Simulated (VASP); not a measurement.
Runs of VASP 6.6.1 on BN. The structure is that of space group P6_3/mmc (No. 194), or close to it. The cells are those of the table. 

```tsv
task	cell	cutoff (eV)	gap on the mesh (eV)	pressure (GPa)
relaxation of cell and atoms	relaxed from a = 2.512, b = 2.512, c = 7.707 Å, angles 90.0, 90.0, 120.0°, 4 atoms	600	4.47	-0.1
single point	a = 2.512, b = 2.512, c = 7.843 Å, angles 90.0, 90.0, 120.0°, 4 atoms	520	4.50	0.1
single point	a = 2.512, b = 2.512, c = 8.009 Å, angles 90.0, 90.0, 120.0°, 4 atoms	520	(a)	0.1
single point	a = 2.512, b = 2.512, c = 8.677 Å, angles 90.0, 90.0, 120.0°, 4 atoms	520	4.32	0.0
single point	a = 2.512, b = 2.512, c = 8.510 Å, angles 90.0, 90.0, 120.0°, 4 atoms	520	4.36	0.0
single point	a = 2.512, b = 2.512, c = 8.176 Å, angles 90.0, 90.0, 120.0°, 4 atoms	520	(b)	0.1
single point	a = 2.512, b = 2.512, c = 8.844 Å, angles 90.0, 90.0, 120.0°, 4 atoms	520	4.29	0.0
```

Alike in all rows: level PBE; potentials or basis VASP PAW PBE potentials, release 64 (B, N); no spin polarisation; k mesh 12 × 12 × 4; smearing gaussian 0.02 eV.

Task: Estimate the missing entries.

Result: (a) 4.49; (b) 4.44.

Caveats: this functional lacks dispersion, which binds the layers, so the pressure and a relaxed spacing across them are unreliable.

A k mesh can miss the band edges.
